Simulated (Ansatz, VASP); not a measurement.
Two plane-wave programs on V

```xyz
1
Lattice="-1.4993 1.4993 1.4993 1.4993 -1.4993 1.4993 1.4993 1.4993 -1.4993" Properties=species:S:1:pos:R:3 pbc="T T T"
V     0.0000    0.0000    0.0000
```

Alike in both runs: functional PBE; k mesh 20 × 20 × 20; occupations fermi-dirac, width 0.1 eV; no spin polarisation.

Ansatz relaxed the structure, and its values are those at the end. VASP's run is a single point on that final structure, the one shown.

|  | VASP | Ansatz |
| --- | --- | --- |
| version | VASP 6.6.1 | Ansatz 0.2.0 |
| potentials or method | VASP PAW PBE potentials, release 64 (V_sv) | PAW with Ansatz's default frozen-core files, scalar-relativistic |
| plane-wave cutoff (eV) | 520 | 420 |
| valence electrons in the cell | 13 | 13 |

Ansatz gave:

* pressure (GPa): 0.0

Task: Estimate VASP's values.

Result: Pressure (GPa): 0.2.

The functional is the same, so the differences come from potentials, cutoffs and numerics.
